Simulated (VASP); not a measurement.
# Sn8Se7S (Pm) in VASP: single point with PBE+D3(BJ)

Aim: the single point of Sn8Se7S with PBE+D3(BJ).

Program: VASP 6.6.1. These are calculated values, not measurements. Logs are shortened: lines on timing, memory, paths and dates and some standing lists are left out, and cuts for length are marked.

## 1. The cell of the first run

It takes space group Pm (No. 6, monoclinic). Conventional cell: a = 4.366 Å, b = 8.301 Å, c = 11.451 Å, α = 90.00°, β = 90.00°, γ = 90.00°. Sn (site symmetry m) has 1 S at 2.64 Å and 5 Se at 2.82 to 3.50 Å and 2 Sn at 3.53 Å within 3.6 Å. Within 3.6 Å of Sn (site symmetry m) lie 6 Se at 2.75 to 3.45 Å and 2 Sn at 3.51 Å. Within 3.6 Å of Sn (site symmetry 1) lie 2 S at 2.70 to 3.30 Å and 4 Se at 2.77 to 3.37 Å and 2 Sn at 3.46 to 3.54 Å. Sn (site symmetry m) has 5 Se at 2.76 to 3.25 Å and 2 Sn at 3.46 Å and 1 S at 3.48 Å within 3.6 Å. Within 3.6 Å of Sn (site symmetry m) lie 6 Se at 2.77 to 3.39 Å and 2 Sn at 3.54 Å. Within 3.7 Å of Sn (site symmetry 1) lie 6 Se at 2.77 to 3.43 Å and 2 Sn at 3.51 to 3.53 Å. S (site symmetry m) has 6 Sn at 2.64 to 3.48 Å within 3.5 Å. Se (site symmetry m) has 6 Sn at 2.75 to 3.39 Å within 3.6 Å.

## 2. Single point, PBE+D3(BJ)

INCAR reads:

```
SYSTEM = Sn8Se7S
PREC = Accurate
ENCUT = 500
EDIFF = 1E-6
ISMEAR = 0
SIGMA = 0.02
LREAL = .False.
LASPH = .True.
NELM = 120
ALGO = Normal
ISIF = 2
LWAVE = .False.
LCHARG = .True.
GGA = PE
IVDW = 12
LVHAR = .True.
NBANDS = 94
GGA_COMPAT = .False.
KPAR = 4
```

KPOINTS reads:

```
regular mesh
0
Gamma
  4 4 6
  0 0 0
```

POSCAR reads:

```
Sn8Se7S
1.0
   11.4507962262      0.0000000000     -0.0000060785
    0.0000000000      8.3008661261      0.0000000000
   -0.0000023739      0.0000000000      4.3664773002
Sn S Se
8 1 7
Direct
    0.1230242788      0.1250000000      0.0841884251
    0.1197700312      0.6250000000      0.0911806776
    0.3826638401      0.3669690464      0.6085246815
    0.3826638401      0.8830309536      0.6085246815
    0.6164865140      0.1250000000      0.4063842085
    0.6163795073      0.6250000000      0.4069027978
    0.8825603744      0.3746187549      0.9056340242
    0.8825603744      0.8753812451      0.9056340242
    0.3516997935      0.1250000000      0.0145839351
    0.3589949273      0.6250000000      0.0252235558
    0.1434538261      0.3739793730      0.5206302195
    0.1434538261      0.8760206270      0.5206302195
    0.8560389657      0.1250000000      0.4745554310
    0.8566607237      0.6250000000      0.4750315224
    0.6417945886      0.3744209826      0.9761857981
    0.6417945886      0.8755790174      0.9761857981
```

Potentials or basis: VASP PAW PBE potentials, release 64 (Sn_d, S, Se).

On the command line:

```
$ cat potpaw_PBE.64/Sn_d/POTCAR potpaw_PBE.64/S/POTCAR potpaw_PBE.64/Se/POTCAR > POTCAR
$ mpirun -np 4 vasp_std > vasp.out
```

OUTCAR:

```text
SYSTEM = Sn8Se7S
   PREC = Accurate
   ENCUT = 500
   EDIFF = 1E-6
   ISMEAR = 0
   LREAL = .False.
   LASPH = .True.
   NELM = 120
   ISIF = 2
   GGA = PE
   IVDW = 12
 IVDW          = 12

 ion  position               nearest neighbor table
   1  0.123  0.125  0.084-   9 2.64  11 2.82  12 2.82  11 3.22  12 3.22   8 3.53   7 3.53
   2  0.120  0.625  0.091-  10 2.75  11 2.82  12 2.82  11 3.26  12 3.26   8 3.51   7 3.51
   3  0.383  0.367  0.609-   9 2.70  11 2.77  10 2.82   5 3.46   6 3.54
   4  0.383  0.883  0.609-   9 2.70  12 2.77  10 2.82   5 3.46   6 3.54
   5  0.616  0.125  0.406-  13 2.76  15 2.81  16 2.81  16 3.25  15 3.25   4 3.46   3 3.46
   6  0.616  0.625  0.407-  14 2.77  15 2.82  16 2.82  16 3.25  15 3.25   4 3.54   3 3.54
   7  0.883  0.375  0.906-  15 2.77  13 2.82  14 2.82  13 3.25  14 3.25   2 3.51   1 3.53
   8  0.883  0.875  0.906-  16 2.77  13 2.82  14 2.82  13 3.25  14 3.25   2 3.51   1 3.53
   9  0.352  0.125  0.015-   1 2.64   3 2.70   4 2.70
  10  0.359  0.625  0.025-   2 2.75   3 2.82   4 2.82
  11  0.143  0.374  0.521-   3 2.77   2 2.82   1 2.82   1 3.22   2 3.26
  12  0.143  0.876  0.521-   4 2.77   2 2.82   1 2.82   1 3.22   2 3.26
  13  0.856  0.125  0.475-   5 2.76   7 2.82   8 2.82   7 3.25   8 3.25
  14  0.857  0.625  0.475-   6 2.77   7 2.82   8 2.82   7 3.25   8 3.25
  15  0.642  0.374  0.976-   7 2.77   5 2.81   6 2.82   5 3.25   6 3.25
  16  0.642  0.876  0.976-   8 2.77   5 2.81   6 2.82   5 3.25   6 3.25

  LATTYP: Found a simple orthorhombic cell.
 ALAT       =     4.3664773002
 B/A-ratio  =     1.9010441496
 C/A-ratio  =     2.6224334719

  Lattice vectors:

 A1 = (   0.0000023739,   0.0000000000,  -4.3664773002)
 A2 = (   0.0000000000,   8.3008661261,   0.0000000000)
 A3 = (  11.4507962262,   0.0000000000,  -0.0000060785)

Analysis of symmetry for initial positions (statically):
=====================================================================
 Subroutine PRICEL returns:
 Original cell was already a primitive cell.

 Routine SETGRP: Setting up the symmetry group for a
 simple orthorhombic supercell.

 Subroutine GETGRP returns: Found  2 space group operations
 (whereof  1 operations were pure point group operations)
 out of a pool of  8 trial point group operations.

The static configuration has the point symmetry C_1 .
 The point group associated with its full space group is C_1h.

Analysis of symmetry for dynamics (positions and initial velocities):
=====================================================================
 Subroutine PRICEL returns:
 Original cell was already a primitive cell.

 Routine SETGRP: Setting up the symmetry group for a
 simple orthorhombic supercell.

 Subroutine GETGRP returns: Found  2 space group operations
 (whereof  1 operations were pure point group operations)
 out of a pool of  8 trial point group operations.

The dynamic configuration has the point symmetry C_1 .
 The point group associated with its full space group is C_1h.

 Subroutine INISYM returns: Found  2 space group operations
 (whereof  1 operations are pure point group operations),
 and found     1 'primitive' translations

----------------------------------------------------------------------------------------

                                     Primitive cell

  volume of cell :     415.0403

  direct lattice vectors                    reciprocal lattice vectors
    11.450796226  0.000000000 -0.000006079     0.087330172  0.000000000  0.000000047
     0.000000000  8.300866126  0.000000000     0.000000000  0.120469356  0.000000000
    -0.000002374  0.000000000  4.366477300     0.000000122  0.000000000  0.229017565

  length of vectors
    11.450796226  8.300866126  4.366477300     0.087330172  0.120469356  0.229017565

  position of ions in fractional coordinates (direct lattice)
     0.123024279  0.125000000  0.084188425
     0.119770031  0.625000000  0.091180678
     0.382663840  0.366969046  0.608524682
     0.382663840  0.883030954  0.608524682
     0.616486514  0.125000000  0.406384209
     0.616379507  0.625000000  0.406902798
[... 8 lines left out ...]
     0.641794589  0.374420983  0.976185798
     0.641794589  0.875579017  0.976185798

  ion indices of the primitive-cell ions
   primitive index   ion index
                 1           1
                 2           2
                 3           3
                 4           4
                 5           5
                 6           6
[... 8 lines left out ...]
                15          15
                16          16

----------------------------------------------------------------------------------------

 KPOINTS: regular mesh

Automatic generation of k-mesh.
 Grid dimensions read from file:
 generate k-points for:    4    4    6

 Generating k-lattice:

  Cartesian coordinates                     Fractional coordinates (reciprocal lattice)
     0.021832543  0.000000000  0.000000012     0.250000000  0.000000000  0.000000000
     0.000000000  0.030117339  0.000000000     0.000000000  0.250000000  0.000000000
     0.000000020  0.000000000  0.038169594     0.000000000  0.000000000  0.166666667

  Length of vectors
     0.021832543  0.030117339  0.038169594

  Shift w.r.t. Gamma in fractional coordinates (k-lattice)
     0.000000000  0.000000000  0.000000000

 Subroutine IBZKPT returns following result:
 ===========================================

 Found     42 irreducible k-points:

 Following reciprocal coordinates:
            Coordinates               Weight
  0.000000  0.000000  0.000000      1.000000
  0.250000  0.000000  0.000000      2.000000
  0.500000  0.000000  0.000000      1.000000
  0.000000  0.250000  0.000000      2.000000
  0.250000  0.250000  0.000000      4.000000
  0.500000  0.250000  0.000000      2.000000
[... 16 lines left out ...]
  0.250000  0.000000  0.333333      2.000000
 -0.250000  0.000000  0.333333      2.000000
 [... further k-points ...]
   k-points           NKPTS =     42   k-points in BZ     NKDIM =     42   number of bands    NBANDS=     94
   number of dos      NEDOS =    301   number of ions     NIONS =     16
   total plane-waves  NPLWV = 172032
   dimension x,y,z NGX =    84 NGY =   64 NGZ =   32
   dimension x,y,z NGXF=   168 NGYF=  128 NGZF=   64
   ions per type =               8   1   7
   NGX,Y,Z   is equivalent  to a cutoff of  12.20, 12.82, 12.18 a.u.
   NGXF,Y,Z  is equivalent  to a cutoff of  24.39, 25.64, 24.37 a.u.
 SYSTEM =  Sn8Se7S
   PREC   = accura    normal or accurate (medium, high low for compatibility)
   ISTART =      0    job   : 0-new  1-cont  2-samecut
   ICHARG =      2    charge: 1-file 2-atom 10-const
   ISPIN  =      1    spin polarized calculation?
   LNONCOLLINEAR =      F non collinear calculations
   LSORBIT =      F    spin-orbit coupling
   LASPH  =      T    aspherical Exc in radial PAW
   ENCUT  =  500.0 eV  36.75 Ry    6.06 a.u.  20.88 15.13  7.96*2*pi/ulx,y,z
   NELM   =    120;   NELMIN=  2; NELMDL= -5     # of ELM steps
   EDIFF  = 0.1E-05   stopping-criterion for ELM
   LREAL  =      F    real-space projection
   EDIFFG = 0.1E-04   stopping-criterion for IOM
   NSW    =      0    number of steps for IOM
   IBRION =     -1    ionic relax: 0-MD 1-quasi-New 2-CG
   NFREE  =      0    steps in history (QN), initial steepest desc. (CG)
   ISIF   =      2    stress and relaxation
   ISYM   =      2    0-nonsym 1-usesym 2-fastsym
   POTIM  = 0.5000    time-step for ionic-motion
   TEBEG  =    0.0;   TEEND  =   0.0 temperature during run
   PSTRESS=    0.0 pullay stress
   NELECT =     160.0000    total number of electrons
   NUPDOWN=      -1.0000    fix difference up-down
   EMIN   =  10.00;   EMAX   =-10.00  energy-range for DOS
   EFERMI =   0.00;   METHOD = LEGACY
   ISMEAR =     0;   SIGMA  =   0.02  broadening in eV -4-tet -1-fermi 0-gaus
   EFERMI_NEDOS =   21; number of points for ismear=-14 and -15
   IALGO  =     38    algorithm
   IMIX   =      4    mixing-type and parameters
     AMIX     =   0.40;   BMIX     =  1.00
     AMIX_MAG =   1.60;   BMIX_MAG =  1.00
  volume/ion in A,a.u.               =      25.94       175.05
  Fermi-wavevector in a.u.,A,eV,Ry     =   1.191474  2.251560 19.314984  1.419611
  Thomas-Fermi vector in A             =   2.327535
   LORBIT       =      0    0 simple, 1 ext, 2 COOP (PROOUT), +10 PAW based schemes
   GGA     = PE    functional components
   LHFCALC =     F    Hartree Fock is set to
   AEXX    =    0.0000 exact exchange contribution
   IVDW    =    12    specifies the selected vdW correction
   LEPSILON=     F    determine dielectric tensor
   LRPA    =     F    only Hartree local field effects (RPA)
 non-spin polarized calculation
 Gauss-broadening in eV      SIGMA  =   0.02
  energy-cutoff  :      500.00
  volume of cell :      415.04
 maximum number of plane-waves:     10584
   NGX = 41   NGY = 31   NGZ = 15

 number of electron     159.9999969 magnetization

 Free energy of the ion-electron system (eV)
  ---------------------------------------------------
  ext. energy  EPLUGINS =         0.00000000
  ---------------------------------------------------
  free energy    TOTEN  =       -66.18837843 eV

  energy without entropy =      -66.18837843  energy(sigma->0) =      -66.18837843

 E-fermi :   5.8990     XC(G=0):  -9.8096

 val. band max:        5.7421257562   @ k =   0.0000   0.0000   0.3333
 cond. band min:       6.3261277742   @ k =   0.0000   0.0000   0.0000
 fundamental gap:      0.5840020180
 Fermi energy:         5.8990056875

 k-point     1 :       0.0000    0.0000    0.0000
  band No.  band energies     occupation
      1     -15.6482      2.00000
      2     -15.6449      2.00000
      3     -15.6351      2.00000
      4     -15.6347      2.00000
      5     -15.6319      2.00000
      6     -15.6306      2.00000
[... 84 lines left out ...]
     91       8.7643      0.00000
     92       8.8123      0.00000

 k-point     2 :       0.2500    0.0000    0.0000
  band No.  band energies     occupation
      1     -15.6476      2.00000
      2     -15.6448      2.00000
      3     -15.6346      2.00000
      4     -15.6344      2.00000
      5     -15.6322      2.00000
      6     -15.6306      2.00000
[... 2174 lines left out ...]
     91       8.9688      0.00000
     92       9.0540      0.00000

 [... further k-points ...]

 [bands above 92 left out]

------------------------ aborting loop because EDIFF is reached ----------------------------------------

 Edisp (eV)   -5.85167

 E8    (eV) :    -2.6274

  FORCE on cell =-STRESS in cart. coord.  units (eV):
  Direction    XX          YY          ZZ          XY          YZ          ZX
  --------------------------------------------------------------------------------------
  -------------------------------------------------------------------------------------
  Total       0.08973     0.04850     0.06246     0.00000     0.00000     0.01074
  in kB       0.34637     0.18722     0.24112     0.00000     0.00000     0.04146
  external pressure =        0.26 kB  Pullay stress =        0.00 kB

 VOLUME and BASIS-vectors are now :
 -----------------------------------------------------------------------------
  energy-cutoff  :      500.00
  volume of cell :      415.04
      direct lattice vectors                 reciprocal lattice vectors
    11.450796226  0.000000000 -0.000006079     0.087330172  0.000000000  0.000000047
     0.000000000  8.300866126  0.000000000     0.000000000  0.120469356  0.000000000
    -0.000002374  0.000000000  4.366477300     0.000000122  0.000000000  0.229017565

 POSITION                                       TOTAL-FORCE (eV/Angst)
 -----------------------------------------------------------------------------------
      1.40873      1.03761      0.36761        -0.003243      0.000000     -0.011094
      1.37146      5.18804      0.39814        -0.012635      0.000000     -0.009229
      4.38180      3.04616      2.65711         0.012180     -0.003769     -0.006593
      4.38180      7.32992      2.65711         0.012180      0.003769     -0.006593
      7.05926      1.03761      1.77446        -0.013029      0.000000      0.011344
      7.05804      5.18804      1.77673        -0.013840      0.000000      0.010258
[... 8 lines left out ...]
      7.34906      3.10802      4.26249        -0.007151     -0.000859     -0.010194
      7.34906      7.26806      4.26249        -0.007151      0.000859     -0.010194
 -----------------------------------------------------------------------------------
    total drift:                               -0.000085     -0.000000     -0.000621

  FREE ENERGIE OF THE ION-ELECTRON SYSTEM (eV)
  ---------------------------------------------------
  free  energy   TOTEN  =       -72.0400464905 eV

  energy  without entropy=      -72.0400464905  energy(sigma->0) =      -72.04004649
```

Run time: 10 min. Hardware: 4 MPI ranks of Intel Xeon Platinum 8259CL at 2.50GHz (Skylake/Cascade Lake), shared host; peak memory 1.2 GiB.

Results:

| Item | Value |
| --- | --- |
| Free energy | -72.0400 eV |
| Pressure | 0.0 GPa |
| Largest force | 0.017 eV/Å |
| Band gap on the k mesh | 0.58 eV (least direct gap 0.87 eV) |
| Dispersion energy per atom | -0.366 eV |

Forces on the atoms (eV/Å):
```
Sn  -0.003  0.000 -0.011
Sn  -0.013  0.000 -0.009
Sn   0.012 -0.004 -0.007
Sn   0.012  0.004 -0.007
Sn  -0.013  0.000  0.011
Sn  -0.014  0.000  0.010
Sn   0.013  0.001  0.010
Sn   0.013 -0.001  0.010
S    0.001  0.000  0.007
Se   0.008  0.000  0.008
Se  -0.009 -0.001  0.009
Se  -0.009  0.001  0.009
Se   0.007  0.000 -0.011
Se   0.008  0.000 -0.009
Se  -0.007 -0.001 -0.010
Se  -0.007  0.001 -0.010
```

Caveat: spin-orbit coupling is left out, which moves the levels of the heavy elements. A k mesh can miss the band edges.
